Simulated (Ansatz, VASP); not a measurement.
## LiMg6Mo: VASP beside Ansatz

```xyz
8
Lattice="4.3199 -0.0157 0.0044 -0.0110 4.3080 4.5410 0.0198 -4.3610 4.5927" Properties=species:S:1:pos:R:3 pbc="T T T"
Mo    0.0011   -0.0065    1.1201
Mg    2.1630   -0.0267    3.2362
Mg    2.1678   -0.0552    8.1583
Mg    2.1733   -2.2648    5.7145
Mg    2.1575    2.1828    5.6880
Mg    0.0109   -2.1625    3.4419
Mg   -0.0043    2.1227    3.4163
Li    0.0056   -0.0335    5.7680
```

Alike in both runs: task single point; functional BLYP; k mesh 6 × 5 × 5; occupations methfessel-paxton of order 1, width 0.1 eV; no spin polarisation.

```csv
,VASP,Ansatz
version,VASP 6.6.1,Ansatz 0.2.0
potentials or method,"VASP PAW PBE potentials, release 64 (Mo_sv, Mg, Li_sv)",Ansatz PAW
plane-wave cutoff (eV),520,420
valence electrons in the cell,29,77
```

```tsv
	VASP	Ansatz	Ansatz less VASP
gap on the k mesh at the Fermi level (eV)	none	none	-
rms of the force components (eV/Å)	0.077	0.079	+0.0016
```

VASP's potentials were made for PBE, not for BLYP. Atom by atom the forces differ by 0.002 eV/Å (rms over components). A gap of «none» marks a metal or a gap that the smearing closes. The functional is the same, so the differences come from potentials, cutoffs and numerics. VASP's potentials hold 29 valence electrons a cell and Ansatz's 77, so a difference there can come from the potentials and not from the codes.

Noted on VASP's run: the cutoff is short for stress, so the pressure is rough.
